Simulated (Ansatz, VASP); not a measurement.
CdF2 in VASP and in Ansatz

File INCAR:

```
SYSTEM = CdF2
ALGO     = Normal         ! electronic algorithm
EDIFF    = 1E-6           ! SCF threshold, eV
ENCUT    = 700            ! plane-wave cutoff, eV
GGA      = PE             ! functional
GGA_COMPAT= .False.      
ISIF     = 2              ! what is computed and relaxed
ISMEAR   = 0              ! smearing method
LASPH    = .True.         ! aspherical terms in the spheres
LCHARG   = .False.        ! write CHGCAR
LREAL    = .False.        ! projectors in reciprocal space
LWAVE    = .False.        ! write WAVECAR
NBANDS   = 24             ! bands
NELM     = 120            ! most SCF steps
PREC     = Accurate       ! precision mode
SIGMA    = 0.05           ! smearing width, eV
```

File KPOINTS:

```
k-points
0
Gamma
  8 8 8
  0 0 0
```

POSCAR

```
CdF2
1.0
    0.0000000000      2.6157563110      2.6866433070
    2.6157563110      0.0000000000      2.6866433070
    2.6157563110      2.6157563110      0.0000000000
Cd F
1 2
Direct
    0.0000000000      0.0000000000      0.0000000000
    0.2500000000      0.2500000000      0.2500000000
    0.7500000000      0.7500000000      0.7500000000
```

Input for Ansatz:

```yaml
crystal:
  lattice:
    - [0.0, 2.615756311, 2.686643307]
    - [2.615756311, 0.0, 2.686643307]
    - [2.615756311, 2.615756311, 0.0]
  atoms:
    - { symbol: Cd, position: [0.0, 0.0, 0.0] }
    - { symbol: F, position: [0.25, 0.25, 0.25] }
    - { symbol: F, position: [0.75, 0.75, 0.75] }
basis:
  ecutwfc: 520.0
kpoints:
  mp_grid: { grid: [8, 8, 8] }
hamiltonian:
  xc: pbe
  pseudopotentials: { kind: paw }
scf:
  occupations: { method: gaussian, width: 0.05 }
output:
  forces: true
  stress: true
  eigenvalues: true
```

Alike in both runs: task single point; functional PBE; k mesh 8 × 8 × 8; occupations gaussian, width 0.05 eV; no spin polarisation.

```csv
,VASP,Ansatz
version,VASP 6.6.1,Ansatz 0.2.0
potentials or method,"VASP PAW PBE potentials, release 64 (Cd_sv_GW, F), cutoff 700 eV","scalar-relativistic, plane waves, PAW"
valence electrons in the cell,34,34
```

Ansatz gave:

```
gap on the k mesh at the Fermi level (eV)                     : 3.30
least direct gap on the mesh (eV)                             : 3.68
pressure (GPa)                                                : 13.9
traceless stress, the component that is largest in VASP (GPa) : -2.00
```

Task: Estimate VASP's values.

Result: gap on the k mesh at the Fermi level (eV): 3.29; least direct gap on the mesh (eV): 3.67; pressure (GPa): 13.4; traceless stress, the component that is largest in VASP (GPa): -2.00.
